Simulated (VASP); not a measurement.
# Be (Im-3m) in VASP: a series of runs

The runs below take Be through single point, relaxation of cell and atoms, with PBE, LDA.

Program: VASP 6.6.1. These are calculated values, not measurements. Logs are shortened: lines on timing, memory, paths and dates and some standing lists are left out, and cuts for length are marked.

**1. The cell of the first run**

It takes space group Im-3m (No. 229, cubic). Conventional cell: a = 2.501 Å, b = 2.501 Å, c = 2.501 Å, α = 90.00°, β = 90.00°, γ = 90.00°. Within 2.9 Å of Be (site symmetry m-3m) lie 14 Be at 2.17 to 2.50 Å.

**2. Single point, PBE**

INCAR reads:

```
ALGO = Normal
EDIFF = 1E-6
ENCUT = 520
GGA = PE
ISIF = 2
ISMEAR = 1
LASPH = True
LCHARG = False
LREAL = False
LWAVE = False
NBANDS = 7
NELM = 60
PREC = Accurate
SIGMA = 0.1
```

KPOINTS reads:

```
k-points
0
Gamma
  11 11 11
```

POSCAR reads:

```
Be
1.0
   -1.2503626590      1.2503626590      1.2503626590
    1.2503626590     -1.2503626590      1.2503626590
    1.2503626590      1.2503626590     -1.2503626590
Be
1
Direct
    0.0000000000      0.0000000000      0.0000000000
```

Potentials or basis: VASP PAW PBE potentials, release 64 (Be).

Started as:

```console
$ cat potpaw_PBE.64/Be/POTCAR > POTCAR
$ mpirun -np 1 vasp_std > vasp.out
```

OUTCAR:

```text
EDIFF = 1E-6
   ENCUT = 520
   GGA = PE
   ISIF = 2
   ISMEAR = 1
   LASPH = True
   LREAL = False
   NELM = 60
   PREC = Accurate

 ion  position               nearest neighbor table
   1  0.000  0.000  0.000-

  LATTYP: Found a body centered cubic cell.
 ALAT       =     2.5007253180

  Lattice vectors:

 A1 = (  -1.2503626590,   1.2503626590,   1.2503626590)
 A2 = (   1.2503626590,  -1.2503626590,   1.2503626590)
 A3 = (   1.2503626590,   1.2503626590,  -1.2503626590)

Analysis of symmetry for initial positions (statically):
=====================================================================
 Subroutine PRICEL returns:
 Original cell was already a primitive cell.

 Routine SETGRP: Setting up the symmetry group for a
 body centered cubic supercell.

 Subroutine GETGRP returns: Found 48 space group operations
 (whereof 48 operations were pure point group operations)
 out of a pool of 48 trial point group operations.

The static configuration has the point symmetry O_h .

Analysis of symmetry for dynamics (positions and initial velocities):
=====================================================================
 Subroutine PRICEL returns:
 Original cell was already a primitive cell.

 Routine SETGRP: Setting up the symmetry group for a
 body centered cubic supercell.

 Subroutine GETGRP returns: Found 48 space group operations
 (whereof 48 operations were pure point group operations)
 out of a pool of 48 trial point group operations.

The dynamic configuration has the point symmetry O_h .

 Subroutine INISYM returns: Found 48 space group operations
 (whereof 48 operations are pure point group operations),
 and found     1 'primitive' translations

----------------------------------------------------------------------------------------

                                     Primitive cell

  volume of cell :       7.8193

  direct lattice vectors                    reciprocal lattice vectors
    -1.250362659  1.250362659  1.250362659     0.000000000  0.399883983  0.399883983
     1.250362659 -1.250362659  1.250362659     0.399883983  0.000000000  0.399883983
     1.250362659  1.250362659 -1.250362659     0.399883983  0.399883983  0.000000000

  length of vectors
     2.165691653  2.165691653  2.165691653     0.565521352  0.565521352  0.565521352

  position of ions in fractional coordinates (direct lattice)
     0.000000000  0.000000000  0.000000000

  ion indices of the primitive-cell ions
   primitive index   ion index
                 1           1

----------------------------------------------------------------------------------------

 KPOINTS: k-points

Automatic generation of k-mesh.
 Grid dimensions read from file:
 generate k-points for:   11   11   11

 Generating k-lattice:

  Cartesian coordinates                     Fractional coordinates (reciprocal lattice)
     0.000000000  0.036353089  0.036353089     0.090909091  0.000000000  0.000000000
     0.036353089  0.000000000  0.036353089     0.000000000  0.090909091  0.000000000
     0.036353089  0.036353089  0.000000000     0.000000000  0.000000000  0.090909091

  Length of vectors
     0.051411032  0.051411032  0.051411032

  Shift w.r.t. Gamma in fractional coordinates (k-lattice)
     0.000000000  0.000000000  0.000000000

 Subroutine IBZKPT returns following result:
 ===========================================

 Found     56 irreducible k-points:

 Following reciprocal coordinates:
            Coordinates               Weight
  0.000000  0.000000  0.000000      1.000000
  0.090909  0.000000  0.000000     12.000000
  0.181818  0.000000  0.000000     12.000000
  0.272727  0.000000  0.000000     12.000000
  0.363636  0.000000  0.000000     12.000000
  0.454545  0.000000  0.000000     12.000000
[... 16 lines left out ...]
  0.272727  0.181818  0.090909     48.000000
  0.363636  0.181818  0.090909     24.000000
 [... further k-points ...]
   k-points           NKPTS =     56   k-points in BZ     NKDIM =     56   number of bands    NBANDS=      7
   number of dos      NEDOS =    301   number of ions     NIONS =      1
   total plane-waves  NPLWV =   4096
   dimension x,y,z NGX =    16 NGY =   16 NGZ =   16
   dimension x,y,z NGXF=    32 NGYF=   32 NGZF=   32
   ions per type =               1
   NGX,Y,Z   is equivalent  to a cutoff of  12.28, 12.28, 12.28 a.u.
   NGXF,Y,Z  is equivalent  to a cutoff of  24.56, 24.56, 24.56 a.u.
 SYSTEM =  unknown system
   PREC   = accura    normal or accurate (medium, high low for compatibility)
   ISTART =      0    job   : 0-new  1-cont  2-samecut
   ICHARG =      2    charge: 1-file 2-atom 10-const
   ISPIN  =      1    spin polarized calculation?
   LNONCOLLINEAR =      F non collinear calculations
   LSORBIT =      F    spin-orbit coupling
   LASPH  =      T    aspherical Exc in radial PAW
   ENCUT  =  520.0 eV  38.22 Ry    6.18 a.u.   4.03  4.03  4.03*2*pi/ulx,y,z
   NELM   =     60;   NELMIN=  2; NELMDL= -5     # of ELM steps
   EDIFF  = 0.1E-05   stopping-criterion for ELM
   LREAL  =      F    real-space projection
   EDIFFG = 0.1E-04   stopping-criterion for IOM
   NSW    =      0    number of steps for IOM
   IBRION =     -1    ionic relax: 0-MD 1-quasi-New 2-CG
   NFREE  =      0    steps in history (QN), initial steepest desc. (CG)
   ISIF   =      2    stress and relaxation
   ISYM   =      2    0-nonsym 1-usesym 2-fastsym
   POTIM  = 0.5000    time-step for ionic-motion
   TEBEG  =    0.0;   TEEND  =   0.0 temperature during run
   PSTRESS=    0.0 pullay stress
   NELECT =       2.0000    total number of electrons
   NUPDOWN=      -1.0000    fix difference up-down
   EMIN   =  10.00;   EMAX   =-10.00  energy-range for DOS
   EFERMI =   0.00;   METHOD = LEGACY
   ISMEAR =     1;   SIGMA  =   0.10  broadening in eV -4-tet -1-fermi 0-gaus
   EFERMI_NEDOS =   21; number of points for ismear=-14 and -15
   IALGO  =     38    algorithm
   IMIX   =      4    mixing-type and parameters
     AMIX     =   0.40;   BMIX     =  1.00
     AMIX_MAG =   1.60;   BMIX_MAG =  1.00
  volume/ion in A,a.u.               =       7.82        52.77
  Fermi-wavevector in a.u.,A,eV,Ry     =   1.039191  1.963787 14.693184  1.079919
  Thomas-Fermi vector in A             =   2.173710
   LORBIT       =      0    0 simple, 1 ext, 2 COOP (PROOUT), +10 PAW based schemes
   GGA     = PE    functional components
   LHFCALC =     F    Hartree Fock is set to
   AEXX    =    0.0000 exact exchange contribution
   IVDW    =     0    specifies the selected vdW correction
   LEPSILON=     F    determine dielectric tensor
   LRPA    =     F    only Hartree local field effects (RPA)
 non-spin polarized calculation
 Methfessel and Paxton  Order N= 1 SIGMA  =   0.10
  energy-cutoff  :      520.00
  volume of cell :        7.82
 maximum number of plane-waves:       228
   NGX =  7   NGY =  7   NGZ =  7

 number of electron       2.0000000 magnetization

 Free energy of the ion-electron system (eV)
  ---------------------------------------------------
  ext. energy  EPLUGINS =         0.00000000
  ---------------------------------------------------
  free energy    TOTEN  =        -3.65825193 eV

  energy without entropy =       -3.65785731  energy(sigma->0) =       -3.65812039

 E-fermi :   7.7922     XC(G=0): -10.6486

 val. band max:        7.7589668561   @ k =   0.3636   0.2727   0.0000
 cond. band min:       7.8425961471   @ k =  -0.4545   0.4545   0.3636
 fundamental gap:      0.0836292910
 Fermi energy:         7.7922223006

 k-point     1 :       0.0000    0.0000    0.0000
  band No.  band energies     occupation
      1      -4.2969      2.00000
      2      27.4249      0.00000
      3      27.4249      0.00000
      4      27.4249      0.00000
      5      38.8085      0.00000
      6      38.8085      0.00000
      7      38.8085      0.00000

 k-point     2 :       0.0909    0.0000    0.0000
  band No.  band energies     occupation
      1      -4.0060      2.00000
      2      25.9630      0.00000
      3      26.3542      0.00000
      4      27.0863      0.00000
      5      35.8629      0.00000
      6      36.2413      0.00000
      7      39.5543      0.00000

 k-point     3 :       0.1818    0.0000    0.0000
  band No.  band energies     occupation
      1      -3.1330      2.00000
      2      21.8801      0.00000
      3      24.3049      0.00000
      4      26.1760      0.00000
      5      33.2216      0.00000
      6      33.7844      0.00000
      7      38.9892      0.00000

 k-point     4 :       0.2727    0.0000    0.0000
  band No.  band energies     occupation
      1      -1.6862      2.00000
      2      16.9341      0.00000
      3      22.4173      0.00000
      4      25.0449      0.00000
      5      30.8896      0.00000
      6      33.4516      0.00000
      7      39.8654      0.00000

 k-point     5 :       0.3636    0.0000    0.0000
  band No.  band energies     occupation
      1       0.2693      2.00000
      2      12.3702      0.00000
      3      21.0671      0.00000
      4      24.0931      0.00000
      5      29.3228      0.00000
      6      33.8175      0.00000
      7      41.7613      0.00000

 k-point     6 :       0.4545    0.0000    0.0000
  band No.  band energies     occupation
      1       2.3051      2.00000
      2       8.9786     -0.00000
      3      20.3731      0.00000
      4      23.5666      0.00000
      5      28.5371      0.00000
      6      34.2498      0.00000
      7      43.8956      0.00000

 k-point     7 :       0.0909    0.0909    0.0000
  band No.  band energies     occupation
      1      -3.4236      2.00000
      2      24.0071      0.00000
      3      24.1270      0.00000
      4      25.9764      0.00000
      5      34.0848      0.00000
      6      34.6507      0.00000
      7      38.9719      0.00000

 k-point     8 :       0.1818    0.0909    0.0000
  band No.  band energies     occupation
      1      -2.2593      2.00000
      2      19.4732      0.00000
      3      22.0682      0.00000
      4      24.5194      0.00000
      5      33.4166      0.00000
      6      33.4443      0.00000
      7      39.4562      0.00000

 k-point     9 :       0.2727    0.0909    0.0000
  band No.  band energies     occupation
      1      -0.5352      2.00000
      2      14.6458      0.00000
      3      20.5106      0.00000
      4      23.2015      0.00000
      5      32.2089      0.00000
      6      33.7447      0.00000
      7      40.8571      0.00000

 k-point    10 :       0.3636    0.0909    0.0000
  band No.  band energies     occupation
      1       1.5960      2.00000
      2      10.5212      0.00000
      3      19.5348      0.00000
      4      22.3185      0.00000
      5      31.3502      0.00000
      6      34.4120      0.00000
      7      42.8725      0.00000

 k-point    11 :       0.4545    0.0909    0.0000
  band No.  band energies     occupation
      1       3.0280      2.00000
      2       8.4094     -0.00000
      3      19.2038      0.00000
      4      22.0116      0.00000
      5      31.0464      0.00000
      6      34.7724      0.00000
      7      44.5358      0.00000
[... 51 lines left out ...]
 k-point    17 :       0.0909    0.0909    0.0909
  band No.  band energies     occupation
      1      -2.5514      2.00000
      2      22.1196      0.00000
      3      22.1196      0.00000
      4      22.3070      0.00000
      5      34.5721      0.00000
      6      34.5721      0.00000
      7      42.4684      0.00000

 k-point    18 :       0.1818    0.0909    0.0909
  band No.  band energies     occupation
      1      -1.0993      2.00000
      2      17.1742      0.00000
      3      20.2477      0.00000
      4      20.8138      0.00000
      5      34.9328      0.00000
      6      35.4861      0.00000
      7      42.5846      0.00000

 k-point    19 :       0.2727    0.0909    0.0909
  band No.  band energies     occupation
      1       0.8855      2.00000
      2      12.5828      0.00000
      3      18.9015      0.00000
      4      19.7670      0.00000
      5      34.8452      0.00000
      6      36.3386      0.00000
      7      43.5633      0.00000

 k-point    20 :       0.3636    0.0909    0.0909
  band No.  band energies     occupation
      1       3.0282      2.00000
      2       9.0882     -0.00000
      3      18.2079      0.00000
      4      19.2275      0.00000
      5      34.6220      0.00000
      6      36.9661      0.00000
      7      45.3894      0.00000

 k-point    21 :      -0.0909    0.0909    0.0909
  band No.  band energies     occupation
      1      -3.7137      2.00000
      2      25.1558      0.00000
      3      25.1558      0.00000
      4      26.6134      0.00000
      5      33.8813      0.00000
      6      37.2077      0.00000
      7      37.2077      0.00000

 k-point    22 :       0.1818    0.1818    0.0909
  band No.  band energies     occupation
      1       0.6407      2.00000
      2      14.4501      0.00000
      3      16.6416      0.00000
      4      19.6353      0.00000
      5      36.8225      0.00000
      6      37.2940      0.00000
      7      44.4727      0.00000

 k-point    23 :       0.2727    0.1818    0.0909
  band No.  band energies     occupation
      1       2.8743      2.00000
      2      10.7087      0.00000
      3      15.1692      0.00000
      4      18.9530      0.00000
      5      37.7974      0.00000
      6      38.8853      0.00000
      7      46.0408      0.00000

 k-point    24 :       0.3636    0.1818    0.0909
  band No.  band energies     occupation
      1       4.5784      2.00000
      2       8.3976     -0.00000
      3      14.7607      0.00000
      4      18.7238      0.00000
      5      38.0274      0.00000
      6      39.6891      0.00000
      7      46.3755      0.00000

 [... further k-points ...]
[... 5 lines left out ...]
  --------------------------------------------------------------------------------------
  -------------------------------------------------------------------------------------
  Total        0.0084688      0.0084688      0.0084688     -0.0000000     -0.0000000      0.0000000
  in kB        1.7352570      1.7352570      1.7352570     -0.0000000     -0.0000000      0.0000000
  external PRESSURE =       1.7352570 kB  Pullay stress =       0.0000000 kB

 VOLUME and BASIS-vectors are now :
 -----------------------------------------------------------------------------
  energy-cutoff  :      520.00
  volume of cell :        7.82
      direct lattice vectors                 reciprocal lattice vectors
    -1.250362659  1.250362659  1.250362659     0.000000000  0.399883983  0.399883983
     1.250362659 -1.250362659  1.250362659     0.399883983  0.000000000  0.399883983
     1.250362659  1.250362659 -1.250362659     0.399883983  0.399883983  0.000000000

 POSITION                                       TOTAL-FORCE (eV/Angst)
 -----------------------------------------------------------------------------------
      0.00000      0.00000      0.00000         0.000000      0.000000      0.000000
 -----------------------------------------------------------------------------------
    total drift:                               -0.000000      0.000000     -0.000000

  FREE ENERGIE OF THE ION-ELECTRON SYSTEM (eV)
  ---------------------------------------------------
  free  energy   TOTEN  =        -3.6582519281 eV

  energy  without entropy=       -3.6578573076  energy(sigma->0) =       -3.65812039
```

Wall time 2.2 s (1 thread of Intel Xeon 8259CL, shared host); peak memory 0.11 GiB.

What came out:

```yaml
Free_energy: -3.6583 eV
Pressure: 0.2 GPa
Band_gap_on_the_k_mesh: zero (band 1 reaches 10.43 eV, above the bottom of band 2 at 6.84 eV)
```

(Continued in part 2 of 2.)
